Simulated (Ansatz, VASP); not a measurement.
# TiC in VASP and in Ansatz

```
Ti C
1.0
     0.00000    2.15930    2.15930
     2.15930    0.00000    2.15930
     2.15930    2.15930    0.00000
Ti C
1 1
Direct
  0.00000 0.00000 0.00000
  0.50000 0.50000 0.50000
```

Alike in both runs: functional PBE; k mesh 11 × 11 × 11; occupations fermi-dirac, width 0.02 eV; no spin polarisation.

Ansatz relaxed the structure, and its values are those at the end. VASP's run is a single point on that final structure, the one shown.

```csv
,VASP,Ansatz
version,VASP 6.6.1,Ansatz 0.2.0
potentials or method,"VASP PAW PBE potentials, release 64 (Ti_sv, C)","plane-wave PAW, scalar-relativistic"
plane-wave cutoff (eV),520,420
valence electrons in the cell,16,16
```

|  | VASP | Ansatz | Ansatz less VASP |
| --- | --- | --- | --- |
| pressure (GPa) | 2.8 | 2.6 | -0.23 |

The functional is the same, so the differences come from potentials, cutoffs and numerics. Ansatz's warnings: stress scf threshold loose.
